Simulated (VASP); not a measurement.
# LaTiO3 (Pm-3m) in VASP: single point with LDA+U

Aim: the single point of LaTiO3 with LDA+U.

Everything below comes from runs of VASP 6.6.1. Logs are shortened: lines on timing, memory, paths and dates and some standing lists are left out, and cuts for length are marked.

## Step 1: The cell of the first run

It takes space group Pm-3m (No. 221, cubic). The conventional cell has a = 3.920 Å, b = 3.920 Å, c = 3.920 Å, α = 90.00°, β = 90.00°, γ = 90.00°. Within 3.7 Å of La (site symmetry m-3m) lie 12 O at 2.77 Å and 8 Ti at 3.39 Å. Ti (site symmetry m-3m) has 6 O at 1.96 Å within 2.6 Å. O (site symmetry 4/mmm) has 2 Ti at 1.96 Å within 2.6 Å.

## Step 2: Single point, LDA+U

INCAR reads:

```
SYSTEM = LaTiO3
PREC = Accurate
ENCUT = 600
EDIFF = 1E-6
ISMEAR = 0
SIGMA = 0.05
LREAL = .FALSE.
LASPH = .TRUE.
NELM = 200
ALGO = Normal
ISIF = 2
LWAVE = .FALSE.
LCHARG = .FALSE.
LMAXMIX = 6
LDAU = .TRUE.
LDAUTYPE = 2
LDAUL = -1 2 -1
LDAUU = 0 5 0
LDAUJ = 0 0 0
LDAUPRINT = 1
NBANDS = 28
GGA_COMPAT = .FALSE.
```

KPOINTS reads:

```
regular mesh
0
G
  5 5 5
  0 0 0
```

POSCAR reads:

```
LaTiO3
1.0
    3.9200046000      0.0000000000      0.0000000000
    0.0000000000      3.9200046000      0.0000000000
    0.0000000000      0.0000000000      3.9200046000
La Ti O
1 1 3
Direct
    0.0000000000      0.0000000000      0.0000000000
    0.5000000000      0.5000000000      0.5000000000
    0.0000000000      0.5000000000      0.5000000000
    0.5000000000      0.5000000000      0.0000000000
    0.5000000000      0.0000000000      0.5000000000
```

Potentials or basis: VASP PAW LDA potentials, release 64 (La, Ti_sv, O).

Started as:

```sh
cat potpaw_LDA.64/La/POTCAR potpaw_LDA.64/Ti_sv/POTCAR potpaw_LDA.64/O/POTCAR > POTCAR
mpirun -np 1 vasp_std > vasp.out
```

OUTCAR:

```text
SYSTEM = LaTiO3
   PREC = Accurate
   ENCUT = 600
   EDIFF = 1E-6
   ISMEAR = 0
   LREAL = .FALSE.
   LASPH = .TRUE.
   NELM = 200
   ISIF = 2

 ion  position               nearest neighbor table
   1  0.000  0.000  0.000-   3 2.77   4 2.77   5 2.77   3 2.77   5 2.77   3 2.77   4 2.77   3 2.77
                             4 2.77   5 2.77   5 2.77   4 2.77
   2  0.500  0.500  0.500-   3 1.96   4 1.96   5 1.96   4 1.96   5 1.96   3 1.96
   3  0.000  0.500  0.500-   2 1.96   2 1.96   1 2.77   1 2.77   1 2.77   1 2.77
   4  0.500  0.500  0.000-   2 1.96   2 1.96   1 2.77   1 2.77   1 2.77   1 2.77
   5  0.500  0.000  0.500-   2 1.96   2 1.96   1 2.77   1 2.77   1 2.77   1 2.77

  LATTYP: Found a simple cubic cell.
 ALAT       =     3.9200046000

  Lattice vectors:

 A1 = (   3.9200046000,   0.0000000000,   0.0000000000)
 A2 = (   0.0000000000,   3.9200046000,   0.0000000000)
 A3 = (   0.0000000000,   0.0000000000,   3.9200046000)

Analysis of symmetry for initial positions (statically):
=====================================================================
 Subroutine PRICEL returns:
 Original cell was already a primitive cell.

 Routine SETGRP: Setting up the symmetry group for a
 simple cubic supercell.

 Subroutine GETGRP returns: Found 48 space group operations
 (whereof 48 operations were pure point group operations)
 out of a pool of 48 trial point group operations.

The static configuration has the point symmetry O_h .

Analysis of symmetry for dynamics (positions and initial velocities):
=====================================================================
 Subroutine PRICEL returns:
 Original cell was already a primitive cell.

 Routine SETGRP: Setting up the symmetry group for a
 simple cubic supercell.

 Subroutine GETGRP returns: Found 48 space group operations
 (whereof 48 operations were pure point group operations)
 out of a pool of 48 trial point group operations.

The dynamic configuration has the point symmetry O_h .

 Subroutine INISYM returns: Found 48 space group operations
 (whereof 48 operations are pure point group operations),
 and found     1 'primitive' translations

----------------------------------------------------------------------------------------

                                     Primitive cell

  volume of cell :      60.2365

  direct lattice vectors                    reciprocal lattice vectors
     3.920004600  0.000000000  0.000000000     0.255101741  0.000000000  0.000000000
     0.000000000  3.920004600  0.000000000     0.000000000  0.255101741  0.000000000
     0.000000000  0.000000000  3.920004600     0.000000000  0.000000000  0.255101741

  length of vectors
     3.920004600  3.920004600  3.920004600     0.255101741  0.255101741  0.255101741

  position of ions in fractional coordinates (direct lattice)
     0.000000000  0.000000000  0.000000000
     0.500000000  0.500000000  0.500000000
     0.000000000  0.500000000  0.500000000
     0.500000000  0.500000000  0.000000000
     0.500000000  0.000000000  0.500000000

  ion indices of the primitive-cell ions
   primitive index   ion index
                 1           1
                 2           2
                 3           3
                 4           4
                 5           5

----------------------------------------------------------------------------------------

 KPOINTS: regular mesh

Automatic generation of k-mesh.
 Grid dimensions read from file:
 generate k-points for:    5    5    5

 Generating k-lattice:

  Cartesian coordinates                     Fractional coordinates (reciprocal lattice)
     0.051020348  0.000000000  0.000000000     0.200000000  0.000000000  0.000000000
     0.000000000  0.051020348  0.000000000     0.000000000  0.200000000  0.000000000
     0.000000000  0.000000000  0.051020348     0.000000000  0.000000000  0.200000000

  Length of vectors
     0.051020348  0.051020348  0.051020348

  Shift w.r.t. Gamma in fractional coordinates (k-lattice)
     0.000000000  0.000000000  0.000000000

 Subroutine IBZKPT returns following result:
 ===========================================

 Found     10 irreducible k-points:

 Following reciprocal coordinates:
            Coordinates               Weight
  0.000000  0.000000  0.000000      1.000000
  0.200000  0.000000  0.000000      6.000000
  0.400000  0.000000  0.000000      6.000000
  0.200000  0.200000  0.000000     12.000000
  0.400000  0.200000  0.000000     24.000000
  0.400000  0.400000  0.000000     12.000000
  0.200000  0.200000  0.200000      8.000000
  0.400000  0.200000  0.200000     24.000000
  0.400000  0.400000  0.200000     24.000000
  0.400000  0.400000  0.400000      8.000000
   k-points           NKPTS =     10   k-points in BZ     NKDIM =     10   number of bands    NBANDS=     28
   number of dos      NEDOS =    301   number of ions     NIONS =      5
   total plane-waves  NPLWV =  32768
   dimension x,y,z NGX =    32 NGY =   32 NGZ =   32
   dimension x,y,z NGXF=    64 NGYF=   64 NGZF=   64
   ions per type =               1   1   3
   NGX,Y,Z   is equivalent  to a cutoff of  13.57, 13.57, 13.57 a.u.
   NGXF,Y,Z  is equivalent  to a cutoff of  27.14, 27.14, 27.14 a.u.
 SYSTEM =  LaTiO3
   PREC   = accura    normal or accurate (medium, high low for compatibility)
   ISTART =      0    job   : 0-new  1-cont  2-samecut
   ICHARG =      2    charge: 1-file 2-atom 10-const
   ISPIN  =      1    spin polarized calculation?
   LNONCOLLINEAR =      F non collinear calculations
   LSORBIT =      F    spin-orbit coupling
   LASPH  =      T    aspherical Exc in radial PAW
   ENCUT  =  600.0 eV  44.10 Ry    6.64 a.u.   7.83  7.83  7.83*2*pi/ulx,y,z
   NELM   =    200;   NELMIN=  2; NELMDL= -5     # of ELM steps
   EDIFF  = 0.1E-05   stopping-criterion for ELM
   LREAL  =      F    real-space projection
   EDIFFG = 0.1E-04   stopping-criterion for IOM
   NSW    =      0    number of steps for IOM
   IBRION =     -1    ionic relax: 0-MD 1-quasi-New 2-CG
   NFREE  =      0    steps in history (QN), initial steepest desc. (CG)
   ISIF   =      2    stress and relaxation
   ISYM   =      2    0-nonsym 1-usesym 2-fastsym
   POTIM  = 0.5000    time-step for ionic-motion
   TEBEG  =    0.0;   TEEND  =   0.0 temperature during run
   PSTRESS=    0.0 pullay stress
   NELECT =      41.0000    total number of electrons
   NUPDOWN=      -1.0000    fix difference up-down
   EMIN   =  10.00;   EMAX   =-10.00  energy-range for DOS
   EFERMI =   0.00;   METHOD = LEGACY
   ISMEAR =     0;   SIGMA  =   0.05  broadening in eV -4-tet -1-fermi 0-gaus
   EFERMI_NEDOS =   21; number of points for ismear=-14 and -15
   IALGO  =     38    algorithm
   IMIX   =      4    mixing-type and parameters
     AMIX     =   0.40;   BMIX     =  1.00
     AMIX_MAG =   1.60;   BMIX_MAG =  1.00
  volume/ion in A,a.u.               =      12.05        81.30
  Fermi-wavevector in a.u.,A,eV,Ry     =   1.440068  2.721333 28.215689  2.073795
  Thomas-Fermi vector in A             =   2.558853
   LORBIT       =      0    0 simple, 1 ext, 2 COOP (PROOUT), +10 PAW based schemes
 LDA+U is selected, type is set to LDAUTYPE =  2
   angular momentum for each species LDAUL =    -1    2   -1
   U (eV)           for each species LDAUU =   0.0  5.0  0.0
   J (eV)           for each species LDAUJ =   0.0  0.0  0.0
   GGA     = CA    functional components
   LHFCALC =     F    Hartree Fock is set to
   AEXX    =    0.0000 exact exchange contribution
   IVDW    =     0    specifies the selected vdW correction
   LEPSILON=     F    determine dielectric tensor
   LRPA    =     F    only Hartree local field effects (RPA)
 non-spin polarized calculation
 Gauss-broadening in eV      SIGMA  =   0.05
  energy-cutoff  :      600.00
  volume of cell :       60.24
 maximum number of plane-waves:      2022
 NGX is ok and might be reduce to    32
   NGX = 15   NGY = 15   NGZ = 15

atom =   2  type =  2  l = 2

 onsite density matrix

spin component  1

  0.1614 -0.0000 -0.0000  0.0000 -0.0000
 -0.0000  0.1614 -0.0000 -0.0000 -0.0000
 -0.0000 -0.0000  0.2133 -0.0000 -0.0000
  0.0000 -0.0000 -0.0000  0.1614  0.0000
 -0.0000 -0.0000 -0.0000  0.0000  0.2133

spin component  2

  0.1614 -0.0000 -0.0000  0.0000 -0.0000
 -0.0000  0.1614 -0.0000 -0.0000 -0.0000
 -0.0000 -0.0000  0.2133 -0.0000 -0.0000
  0.0000 -0.0000 -0.0000  0.1614  0.0000
 -0.0000 -0.0000 -0.0000  0.0000  0.2133

 occupancies and eigenvectors

  o =  0.1614  v =  1.0000  0.0000  0.0000  0.0000  0.0000  0.0000  0.0000  0.0000  0.0000  0.0000      0.0000  0.0000  0.0000  0.0000  0.0000  0.0000  0.0000  0.0000  0.0000  0.0000
  o =  0.1614  v =  0.0000  0.0000  0.0000  0.0000  0.0000  1.0000  0.0000  0.0000  0.0000  0.0000      0.0000  0.0000  0.0000  0.0000  0.0000  0.0000  0.0000  0.0000  0.0000  0.0000
  o =  0.1614  v =  0.0000 -0.2429 -0.0000  0.9701  0.0000  0.0000  0.0000  0.0000  0.0000  0.0000      0.0000  0.0000  0.0000  0.0000  0.0000  0.0000  0.0000  0.0000  0.0000  0.0000
  o =  0.1614  v =  0.0000  0.0000  0.0000  0.0000  0.0000  0.0000 -0.2429 -0.0000  0.9701  0.0000      0.0000  0.0000  0.0000  0.0000  0.0000  0.0000  0.0000  0.0000  0.0000  0.0000
  o =  0.1614  v =  0.0000  0.0000  0.0000  0.0000  0.0000  0.0000  0.9701  0.0000  0.2429  0.0000      0.0000  0.0000  0.0000  0.0000  0.0000  0.0000  0.0000  0.0000  0.0000  0.0000
  o =  0.1614  v =  0.0000  0.9701  0.0000  0.2429  0.0000  0.0000  0.0000  0.0000  0.0000  0.0000      0.0000  0.0000  0.0000  0.0000  0.0000  0.0000  0.0000  0.0000  0.0000  0.0000
  o =  0.2133  v =  0.0000  0.0000  0.0000  0.0000  0.0000  0.0000 -0.0000  1.0000  0.0000  0.0067      0.0000  0.0000  0.0000  0.0000  0.0000  0.0000  0.0000  0.0000  0.0000  0.0000
  o =  0.2133  v =  0.0000 -0.0000  1.0000  0.0000  0.0067  0.0000  0.0000  0.0000  0.0000  0.0000      0.0000  0.0000  0.0000  0.0000  0.0000  0.0000  0.0000  0.0000  0.0000  0.0000
  o =  0.2133  v =  0.0000  0.0000  0.0000  0.0000  0.0000  0.0000  0.0000  0.0067  0.0000 -1.0000      0.0000  0.0000  0.0000  0.0000  0.0000  0.0000  0.0000  0.0000  0.0000  0.0000
  o =  0.2133  v =  0.0000  0.0000  0.0067  0.0000 -1.0000  0.0000  0.0000  0.0000  0.0000  0.0000      0.0000  0.0000  0.0000  0.0000  0.0000  0.0000  0.0000  0.0000  0.0000  0.0000

 number of electron      40.9999976 magnetization

 Free energy of the ion-electron system (eV)
  ---------------------------------------------------
  ext. energy  EPLUGINS =         0.00000000
  ---------------------------------------------------
  free energy    TOTEN  =       -44.15850085 eV

  energy without entropy =      -44.15069988  energy(sigma->0) =      -44.15460037

 E-fermi :  10.9517     XC(G=0): -12.1687

 val. band max:       10.8972941790   @ k =   0.2000   0.0000   0.0000
 cond. band min:      10.9655639080   @ k =   0.4000   0.2000   0.0000
 fundamental gap:      0.0682697291
 Fermi energy:        10.9516833596

 k-point     1 :       0.0000    0.0000    0.0000
  band No.  band energies     occupation
      1     -48.0709      2.00000
      2     -24.7540      2.00000
      3     -24.7540      2.00000
      4     -24.7540      2.00000
      5     -22.9054      2.00000
      6      -9.8749      2.00000
[... 20 lines left out ...]
     27      12.1119      0.00000
     28      12.1119      0.00000

 k-point     2 :       0.2000    0.0000    0.0000
  band No.  band energies     occupation
      1     -48.0703      2.00000
      2     -24.7856      2.00000
      3     -24.7528      2.00000
      4     -24.7528      2.00000
      5     -22.8775      2.00000
      6     -10.0062      2.00000
[... 20 lines left out ...]
     27      12.1146      0.00000
     28      12.1167      0.00000

 k-point     3 :       0.4000    0.0000    0.0000
  band No.  band energies     occupation
      1     -48.0694      2.00000
      2     -24.8356      2.00000
      3     -24.7509      2.00000
      4     -24.7509      2.00000
      5     -22.8325      2.00000
      6     -10.3202      2.00000
[... 182 lines left out ...]
      3     -24.8194      2.00000
      4     -24.7746      2.00000
      5     -22.7827      2.00000
      6      -9.4458      2.00000
[... 20 lines left out ...]
     27      12.0998      0.00000
     28      12.5514      0.00000

 k-point    10 :       0.4000    0.4000    0.4000
  band No.  band energies     occupation
      1     -48.0664      2.00000
      2     -24.8177      2.00000
      3     -24.8169      2.00000
      4     -24.8169      2.00000
      5     -22.7575      2.00000
      6      -9.0199      2.00000
[... 20 lines left out ...]
     27      12.2367      0.00000
     28      12.7752      0.00000

------------------------ aborting loop because EDIFF is reached ----------------------------------------

  FORCE on cell =-STRESS in cart. coord.  units (eV):
  Direction    XX          YY          ZZ          XY          YZ          ZX
  --------------------------------------------------------------------------------------
  -------------------------------------------------------------------------------------
  Total       -0.5009622     -0.5009622     -0.5009622     -0.0000000     -0.0000000      0.0000000
  in kB      -13.3246503    -13.3246503    -13.3246503     -0.0000000     -0.0000000      0.0000000
  external PRESSURE =     -13.3246503 kB  Pullay stress =       0.0000000 kB

 VOLUME and BASIS-vectors are now :
 -----------------------------------------------------------------------------
  energy-cutoff  :      600.00
  volume of cell :       60.24
      direct lattice vectors                 reciprocal lattice vectors
     3.920004600  0.000000000  0.000000000     0.255101741  0.000000000  0.000000000
     0.000000000  3.920004600  0.000000000     0.000000000  0.255101741  0.000000000
     0.000000000  0.000000000  3.920004600     0.000000000  0.000000000  0.255101741

 POSITION                                       TOTAL-FORCE (eV/Angst)
 -----------------------------------------------------------------------------------
      0.00000      0.00000      0.00000         0.000000      0.000000      0.000000
      1.96000      1.96000      1.96000         0.000000      0.000000      0.000000
      0.00000      1.96000      1.96000         0.000000      0.000000      0.000000
      1.96000      1.96000      0.00000         0.000000      0.000000      0.000000
      1.96000      0.00000      1.96000         0.000000      0.000000      0.000000
 -----------------------------------------------------------------------------------
    total drift:                                0.000000     -0.000000     -0.000000

  FREE ENERGIE OF THE ION-ELECTRON SYSTEM (eV)
  ---------------------------------------------------
  free  energy   TOTEN  =       -44.1585008540 eV

  energy  without entropy=      -44.1506998782  energy(sigma->0) =      -44.15460037
```

Wall time 23 s (1 thread of Intel Xeon Platinum 8488C (Sapphire Rapids), shared host); peak memory 0.17 GiB.

Results:

```yaml
Free_energy: -44.1585 eV
Pressure: -1.3 GPa
Band_gap_on_the_k_mesh: zero (an odd number of electrons rules out a gap without spin polarisation)
```

Eigenvalues of the final occupation matrices:
| site | spin | trace | eigenvalues |
| --- | --- | --- | --- |
| site 2 d | 1 | 0.91 | 0.16 0.16 0.16 0.21 0.21 |
| site 2 d | 2 | 0.91 | 0.16 0.16 0.16 0.21 0.21 |

Caveat: spin-orbit coupling is left out, which moves the levels of the heavy elements; an odd number of electrons without spin polarisation forces a metal; a magnetic or distorted state may lie lower; U without spin polarisation on a metal has little footing.
